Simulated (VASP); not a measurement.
# Cu (I4/mmm) in VASP: notebook

Runs on Cu. Level: PBE. Tasks: single point.

All numbers are computed with VASP 6.6.1; they aren't measurements. Logs are shortened: lines on timing, memory, paths and dates and some standing lists are left out, and cuts for length are marked.

### Step 1. The cell of the first run

Symmetry: I4/mmm, No. 139, tetragonal system. The conventional cell has a = 2.595 Å, b = 2.595 Å, c = 3.507 Å, α = 90.00°, β = 90.00°, γ = 90.00°. Cu (site symmetry 4/mmm) has 12 Cu at 2.54 to 2.59 Å within 3.3 Å.

### Step 2. Single point, PBE (strain +0.015 along x and y, -0.030 along z)

File INCAR:

```
  ALGO = Normal
  EDIFF = 1E-6
  ENCUT = 520
  GGA = PE
  ISIF = 2
  ISMEAR = 0
  LASPH = True
  LCHARG = False
  LREAL = False
  LWAVE = False
  NBANDS = 12
  NELM = 80
  PREC = Accurate
  SIGMA = 0.15
```

File KPOINTS:

```
k-points
0
Gamma
  22 22 22
```

File POSCAR:

```
Cu
1.0
    0.0000000000      1.8346125000      1.7532750000
    1.8346125000      0.0000000000      1.7532750000
    1.8346125000      1.8346125000      0.0000000000
Cu
1
Direct
    0.0000000000      0.0000000000      0.0000000000
```

Potentials or basis: VASP PAW PBE potentials, release 64 (Cu).

Run with:

```sh
$ cat potpaw_PBE.64/Cu/POTCAR > POTCAR
$ mpirun -np 1 vasp_std > vasp.out
```

OUTCAR:

```text
EDIFF = 1E-6
   ENCUT = 520
   GGA = PE
   ISIF = 2
   ISMEAR = 0
   LASPH = True
   LREAL = False
   NELM = 80
   PREC = Accurate

 ion  position               nearest neighbor table
   1  0.000  0.000  0.000-

  LATTYP: Found a body centered tetragonal cell.
 ALAT       =     2.5945338792
 C/A-ratio  =     1.3515144389

  Lattice vectors:

 A1 = (   0.0000000000,  -1.8346125000,  -1.7532750000)
 A2 = (   0.0000000000,   1.8346125000,  -1.7532750000)
 A3 = (   1.8346125000,   0.0000000000,   1.7532750000)

Analysis of symmetry for initial positions (statically):
=====================================================================
 Subroutine PRICEL returns:
 Original cell was already a primitive cell.

 Routine SETGRP: Setting up the symmetry group for a
 body centered tetragonal supercell.

 Subroutine GETGRP returns: Found 16 space group operations
 (whereof 16 operations were pure point group operations)
 out of a pool of 16 trial point group operations.

The static configuration has the point symmetry D_4h.

Analysis of symmetry for dynamics (positions and initial velocities):
=====================================================================
 Subroutine PRICEL returns:
 Original cell was already a primitive cell.

 Routine SETGRP: Setting up the symmetry group for a
 body centered tetragonal supercell.

 Subroutine GETGRP returns: Found 16 space group operations
 (whereof 16 operations were pure point group operations)
 out of a pool of 16 trial point group operations.

The dynamic configuration has the point symmetry D_4h.

 Subroutine INISYM returns: Found 16 space group operations
 (whereof 16 operations are pure point group operations),
 and found     1 'primitive' translations

----------------------------------------------------------------------------------------

                                     Primitive cell

  volume of cell :      11.8024

  direct lattice vectors                    reciprocal lattice vectors
     0.000000000  1.834612500  1.753275000    -0.272537116  0.272537116  0.285180591
     1.834612500  0.000000000  1.753275000     0.272537116 -0.272537116  0.285180591
     1.834612500  1.834612500  0.000000000     0.272537116  0.272537116 -0.285180591

  length of vectors
     2.537671423  2.537671423  2.594533879     0.479458996  0.479458996  0.479458996

  position of ions in fractional coordinates (direct lattice)
     0.000000000  0.000000000  0.000000000

  ion indices of the primitive-cell ions
   primitive index   ion index
                 1           1

----------------------------------------------------------------------------------------

 KPOINTS: k-points

Automatic generation of k-mesh.
 Grid dimensions read from file:
 generate k-points for:   22   22   22

 Generating k-lattice:

  Cartesian coordinates                     Fractional coordinates (reciprocal lattice)
    -0.012388051  0.012388051  0.012962754     0.045454545  0.000000000  0.000000000
     0.012388051 -0.012388051  0.012962754     0.000000000  0.045454545  0.000000000
     0.012388051  0.012388051 -0.012962754    -0.000000000 -0.000000000  0.045454545

  Length of vectors
     0.021793591  0.021793591  0.021793591

  Shift w.r.t. Gamma in fractional coordinates (k-lattice)
     0.000000000  0.000000000  0.000000000

 Subroutine IBZKPT returns following result:
 ===========================================

 Found    834 irreducible k-points:

 Following reciprocal coordinates:
            Coordinates               Weight
  0.000000  0.000000  0.000000      1.000000
  0.045455  0.000000  0.000000      8.000000
  0.090909  0.000000  0.000000      8.000000
  0.136364  0.000000  0.000000      8.000000
  0.181818 -0.000000  0.000000      8.000000
  0.227273  0.000000  0.000000      8.000000
[... 16 lines left out ...]
  0.500000  0.045455  0.000000      8.000000
 -0.454545  0.045455  0.000000      8.000000
 [... further k-points ...]
   k-points           NKPTS =    834   k-points in BZ     NKDIM =    834   number of bands    NBANDS=     12
   number of dos      NEDOS =    301   number of ions     NIONS =      1
   total plane-waves  NPLWV =   8000
   dimension x,y,z NGX =    20 NGY =   20 NGZ =   20
   dimension x,y,z NGXF=    40 NGYF=   40 NGZF=   40
   ions per type =               1
   NGX,Y,Z   is equivalent  to a cutoff of  13.10, 13.10, 12.82 a.u.
   NGXF,Y,Z  is equivalent  to a cutoff of  26.20, 26.20, 25.63 a.u.
 SYSTEM =  unknown system
   PREC   = accura    normal or accurate (medium, high low for compatibility)
   ISTART =      0    job   : 0-new  1-cont  2-samecut
   ICHARG =      2    charge: 1-file 2-atom 10-const
   ISPIN  =      1    spin polarized calculation?
   LNONCOLLINEAR =      F non collinear calculations
   LSORBIT =      F    spin-orbit coupling
   LASPH  =      T    aspherical Exc in radial PAW
   ENCUT  =  520.0 eV  38.22 Ry    6.18 a.u.   4.72  4.72  4.82*2*pi/ulx,y,z
   NELM   =     80;   NELMIN=  2; NELMDL= -5     # of ELM steps
   EDIFF  = 0.1E-05   stopping-criterion for ELM
   LREAL  =      F    real-space projection
   EDIFFG = 0.1E-04   stopping-criterion for IOM
   NSW    =      0    number of steps for IOM
   IBRION =     -1    ionic relax: 0-MD 1-quasi-New 2-CG
   NFREE  =      0    steps in history (QN), initial steepest desc. (CG)
   ISIF   =      2    stress and relaxation
   ISYM   =      2    0-nonsym 1-usesym 2-fastsym
   POTIM  = 0.5000    time-step for ionic-motion
   TEBEG  =    0.0;   TEEND  =   0.0 temperature during run
   PSTRESS=    0.0 pullay stress
   NELECT =      11.0000    total number of electrons
   NUPDOWN=      -1.0000    fix difference up-down
   EMIN   =  10.00;   EMAX   =-10.00  energy-range for DOS
   EFERMI =   0.00;   METHOD = LEGACY
   ISMEAR =     0;   SIGMA  =   0.15  broadening in eV -4-tet -1-fermi 0-gaus
   EFERMI_NEDOS =   21; number of points for ismear=-14 and -15
   IALGO  =     38    algorithm
   IMIX   =      4    mixing-type and parameters
     AMIX     =   0.40;   BMIX     =  1.00
     AMIX_MAG =   1.60;   BMIX_MAG =  1.00
  volume/ion in A,a.u.               =      11.80        79.65
  Fermi-wavevector in a.u.,A,eV,Ry     =   1.599126  3.021911 34.792893  2.557206
  Thomas-Fermi vector in A             =   2.696468
   LORBIT       =      0    0 simple, 1 ext, 2 COOP (PROOUT), +10 PAW based schemes
   GGA     = PE    functional components
   LHFCALC =     F    Hartree Fock is set to
   AEXX    =    0.0000 exact exchange contribution
   IVDW    =     0    specifies the selected vdW correction
   LEPSILON=     F    determine dielectric tensor
   LRPA    =     F    only Hartree local field effects (RPA)
 non-spin polarized calculation
 Gauss-broadening in eV      SIGMA  =   0.15
  energy-cutoff  :      520.00
  volume of cell :       11.80
 maximum number of plane-waves:       330
   NGX =  9   NGY =  9   NGZ =  9

 number of electron      11.0000005 magnetization

 Free energy of the ion-electron system (eV)
  ---------------------------------------------------
  ext. energy  EPLUGINS =         0.00000000
  ---------------------------------------------------
  free energy    TOTEN  =        -3.72625863 eV

  energy without entropy =       -3.72346924  energy(sigma->0) =       -3.72486393

 E-fermi :   7.5964     XC(G=0): -12.7296

 val. band max:        7.5762913009   @ k =   0.5000   0.3182   0.1818
 cond. band min:       7.5984883525   @ k =   0.5000   0.2727   0.1364
 fundamental gap:      0.0221970516
 Fermi energy:         7.5964367604

 k-point     1 :       0.0000    0.0000    0.0000
  band No.  band energies     occupation
      1      -1.7621      2.00000
      2       4.4994      2.00000
      3       4.4994      2.00000
      4       4.7086      2.00000
      5       5.2763      2.00000
      6       5.4874      2.00000
      7      30.2336      0.00000
      8      32.8009      0.00000
      9      32.8009      0.00000
     10      32.9946      0.00000
     11      35.2779      0.00000
     12      35.4087      0.00000

 k-point     2 :       0.0455    0.0000    0.0000
  band No.  band energies     occupation
      1      -1.6866      2.00000
      2       4.4944      2.00000
      3       4.5139      2.00000
      4       4.7116      2.00000
      5       5.2723      2.00000
      6       5.4799      2.00000
      7      29.8404      0.00000
      8      31.7518      0.00000
      9      32.5275      0.00000
     10      32.6894      0.00000
     11      35.6763      0.00000
     12      35.7786      0.00000

 k-point     3 :       0.0909    0.0000    0.0000
  band No.  band energies     occupation
      1      -1.4617      2.00000
      2       4.4712      2.00000
      3       4.5529      2.00000
      4       4.7286      2.00000
      5       5.2646      2.00000
      6       5.4607      2.00000
      7      28.1478      0.00000
      8      31.0261      0.00000
      9      31.9653      0.00000
     10      32.1996      0.00000
     11      36.5008      0.00000
     12      36.5902      0.00000
[... 286 lines left out ...]
 k-point    23 :       0.5000    0.0455    0.0000
  band No.  band energies     occupation
      1       2.5546      2.00000
      2       4.4472      2.00000
      3       4.6158      2.00000
      4       5.6211      2.00000
      5       6.0028      2.00000
      6       6.9139      2.00000
      7      11.4339      0.00000
      8      28.1068      0.00000
      9      28.3211      0.00000
     10      29.8562      0.00000
     11      32.7927      0.00000
     12      34.0332      0.00000

 k-point    24 :      -0.4545    0.0455    0.0000
  band No.  band energies     occupation
      1       2.5366      2.00000
      2       4.4492      2.00000
      3       4.6181      2.00000
      4       5.6166      2.00000
      5       5.9697      2.00000
      6       6.7700      2.00000
      7      11.6779      0.00000
      8      28.2212      0.00000
      9      28.7034      0.00000
     10      29.3848      0.00000
     11      32.5161      0.00000
     12      34.2328      0.00000

 [... further k-points ...]
[... 5 lines left out ...]
  --------------------------------------------------------------------------------------
  -------------------------------------------------------------------------------------
  Total        0.1259534      0.1259534      0.2937160      0.0000000     -0.0000000      0.0000000
  in kB       17.0982538     17.0982538     39.8721283      0.0000000     -0.0000000      0.0000000
  external PRESSURE =      24.6895453 kB  Pullay stress =       0.0000000 kB

 VOLUME and BASIS-vectors are now :
 -----------------------------------------------------------------------------
  energy-cutoff  :      520.00
  volume of cell :       11.80
      direct lattice vectors                 reciprocal lattice vectors
     0.000000000  1.834612500  1.753275000    -0.272537116  0.272537116  0.285180591
     1.834612500  0.000000000  1.753275000     0.272537116 -0.272537116  0.285180591
     1.834612500  1.834612500  0.000000000     0.272537116  0.272537116 -0.285180591

 POSITION                                       TOTAL-FORCE (eV/Angst)
 -----------------------------------------------------------------------------------
      0.00000      0.00000      0.00000         0.000000      0.000000     -0.000000
 -----------------------------------------------------------------------------------
    total drift:                                0.000000     -0.000000      0.000000

  FREE ENERGIE OF THE ION-ELECTRON SYSTEM (eV)
  ---------------------------------------------------
  free  energy   TOTEN  =        -3.7262586304 eV

  energy  without entropy=       -3.7234692392  energy(sigma->0) =       -3.72486393
```

Run time: 44 s. Hardware: 1 thread of Intel Xeon 6975P-C (Granite Rapids), shared host; peak memory 0.22 GiB.

What came out:

| Item | Value |
| --- | --- |
| Free energy | -3.7263 eV |
| Pressure | 2.5 GPa |

Stress tensor (GPa, compression positive):
```
1.71 0.00 0.00
0.00 1.71 0.00
0.00 0.00 3.99
```

Caveat: the cell differs from its parent crystal (strain +0.015 along x and y, -0.030 along z).

### Step 3. Single point, PBE (strain +0.000 along x and y, +0.015 along z)

File INCAR:

```
ALGO     = Fast           # electronic algorithm
EDIFF    = 1E-6           # SCF threshold, eV
ENCUT    = 520            # plane-wave cutoff, eV
GGA      = PE             # functional
ISIF     = 2              # what is computed and relaxed
ISMEAR   = 0              # smearing method
LASPH    = True           # aspherical terms in the spheres
LCHARG   = False          # write CHGCAR
LREAL    = False          # projectors in reciprocal space
LWAVE    = False          # write WAVECAR
NBANDS   = 12             # bands
NELM     = 80             # most SCF steps
PREC     = Accurate       # precision mode
SIGMA    = 0.15           # smearing width, eV
```

KPOINTS is that of step 2.

File POSCAR:

```
Cu
1.0
    0.0000000000      1.8075000000      1.8346125000
    1.8075000000      0.0000000000      1.8346125000
    1.8075000000      1.8075000000      0.0000000000
Cu
1
Direct
    0.0000000000      0.0000000000      0.0000000000
```

Potentials or basis: VASP PAW PBE potentials, release 64 (Cu).

Run with:

```sh
$ cat potpaw_PBE.64/Cu/POTCAR > POTCAR
$ mpirun -np 1 vasp_std > vasp.out
```

OUTCAR:

```text
EDIFF = 1E-6
   ENCUT = 520
   GGA = PE
   ISIF = 2
   ISMEAR = 0
   LASPH = True
   LREAL = False
   NELM = 80
   PREC = Accurate

 ion  position               nearest neighbor table
   1  0.000  0.000  0.000-

  LATTYP: Found a body centered tetragonal cell.
 ALAT       =     2.5561910140
 C/A-ratio  =     1.4354267658

  Lattice vectors:

 A1 = (  -1.8075000000,   0.0000000000,   1.8346125000)
 A2 = (   1.8075000000,   0.0000000000,   1.8346125000)
 A3 = (   0.0000000000,   1.8075000000,  -1.8346125000)

[... 539 lines left out ...]

 [... further k-points ...]

------------------------ aborting loop because EDIFF is reached ----------------------------------------

  FORCE on cell =-STRESS in cart. coord.  units (eV):
  Direction    XX          YY          ZZ          XY          YZ          ZX
  --------------------------------------------------------------------------------------
  -------------------------------------------------------------------------------------
  Total        0.0353813      0.0353813     -0.0302555      0.0000000      0.0000000      0.0000000
  in kB        4.7288329      4.7288329     -4.0437425      0.0000000      0.0000000      0.0000000
  external PRESSURE =       1.8046411 kB  Pullay stress =       0.0000000 kB

 VOLUME and BASIS-vectors are now :
 -----------------------------------------------------------------------------
  energy-cutoff  :      520.00
  volume of cell :       11.99
      direct lattice vectors                 reciprocal lattice vectors
     0.000000000  1.807500000  1.834612500    -0.276625173  0.276625173  0.272537116
     1.807500000  0.000000000  1.834612500     0.276625173 -0.276625173  0.272537116
     1.807500000  1.807500000  0.000000000     0.276625173  0.276625173 -0.272537116

 POSITION                                       TOTAL-FORCE (eV/Angst)
 -----------------------------------------------------------------------------------
      0.00000      0.00000      0.00000         0.000000      0.000000      0.000000
 -----------------------------------------------------------------------------------
    total drift:                                0.000000      0.000000      0.000000

  FREE ENERGIE OF THE ION-ELECTRON SYSTEM (eV)
  ---------------------------------------------------
  free  energy   TOTEN  =        -3.7301770323 eV

  energy  without entropy=       -3.7274247795  energy(sigma->0) =       -3.72880091
```

Wall time 73 s (1 thread of Intel Xeon 6975P-C (Granite Rapids), shared host); peak memory 0.22 GiB.

What came out:

```
Free energy : -3.7302 eV
Pressure    : 0.2 GPa
```

Levels at points of the mesh, in eV from the Fermi level:
| k point | band 3 | band 4 | band 5 | band 6 | band 7 | band 8 | band 9 | band 10 |
| --- | --- | --- | --- | --- | --- | --- | --- | --- |
| (0.00, 0.00, 0.00) | -2.95 | -2.95 | -2.21 | -2.14 | 22.48 | 24.98 | 25.03 | 25.03 |
| (0.50, 0.00, 0.00) | -2.97 | -1.63 | -1.61 | -0.95 | 3.69 | 20.86 | 21.72 | 22.09 |
| (0.50, 0.50, 0.00) | -1.64 | -1.48 | -1.48 | 1.31 | 6.76 | 13.20 | 13.20 | 17.62 |
| (0.50, 0.00, 0.50) | -1.64 | -1.50 | -1.45 | 1.62 | 7.14 | 12.84 | 12.87 | 17.33 |

Caveat: the cell differs from its parent crystal (strain +0.000 along x and y, +0.015 along z).
